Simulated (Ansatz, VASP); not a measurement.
## One calculation of As, two programs

```
CELL_PARAMETERS angstrom
3.60828 0.00000 0.00000
-1.80414 3.12486 0.00000
0.00000 0.00000 12.02919
ATOMIC_POSITIONS crystal
As 0.00000 0.00000 0.79967
As 0.00000 0.00000 0.20033
As 0.33333 0.66667 0.68407
As 0.66667 0.33333 0.31593
```

Alike in both runs: task single point; functional PBE; k mesh 6 × 6 × 2; occupations gaussian, width 0.1 eV; no spin polarisation.

|  | VASP | Ansatz |
| --- | --- | --- |
| version | VASP 6.6.1 | Ansatz 0.2.0 |
| potentials or method | VASP PAW PBE potentials, release 64 (As_d), cutoff 510 eV | scalar-relativistic, plane waves, PAW |
| valence electrons in the cell | 60 | 60 |

```csv
,VASP,Ansatz,Ansatz less VASP
gap on the k mesh at the Fermi level (eV),1.41,1.42,+0.012
least direct gap on the mesh (eV),1.71,1.73,+0.015
pressure (GPa),0.1,0.1,-0.07
"traceless stress, the component that is largest in VASP (GPa)",-0.16,-0.19,-0.029
rms of the force components (eV/Å),0.006,0.020,+0.0144
```

Atom by atom the forces differ by 0.014 eV/Å (rms over components).
